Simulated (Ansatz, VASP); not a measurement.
# Two plane-wave programs on ZrTa2C2

```
CELL_PARAMETERS angstrom
-1.93670 1.93670 4.75829
1.93670 -1.93670 4.75829
1.93670 1.93670 -4.75829
ATOMIC_POSITIONS crystal
Zr 0.00000 0.00000 0.00000
Ta 0.75000 0.25000 0.50000
Ta 0.25000 0.75000 0.50000
C 0.38800 0.38800 0.00000
C 0.61200 0.61200 0.00000
```

Change from the starting cell: species swapped into the LiCu2P2 type (I4/mmm, No. 139).

Alike in both runs: task single point; functional PBE; k mesh 6 × 6 × 6; occupations gaussian, width 0.1 eV; no spin polarisation.

```csv
,VASP,Ansatz
version,VASP 6.6.1,Ansatz 0.2.0
potentials or method,"VASP PAW PBE potentials, release 64 (Zr_sv, Ta_pv, C), cutoff 520 eV","scalar-relativistic, plane waves, PAW"
valence electrons in the cell,42,46
```

|  | VASP | Ansatz | Ansatz less VASP |
| --- | --- | --- | --- |
| gap on the k mesh at the Fermi level (eV) | none | none | - |
| pressure (GPa) | -7.5 | -7.8 | -0.32 |
| traceless stress, the component that is largest in VASP (GPa) | 12.15 | 12.23 | +0.080 |
| rms of the force components (eV/Å) | 0.171 | 0.159 | -0.0123 |

Atom by atom the forces differ by 0.012 eV/Å (rms over components). A gap of «none» marks a metal or a gap that the smearing closes. With one functional, cell and mesh, what is left measures potentials, basis and numerics. VASP's potentials hold 42 valence electrons a cell and Ansatz's 46, so a difference there can come from the potentials and not from the codes.

The k mesh is coarse, so the values compare programs but aren't converged. Neither program's run includes spin-orbit coupling.
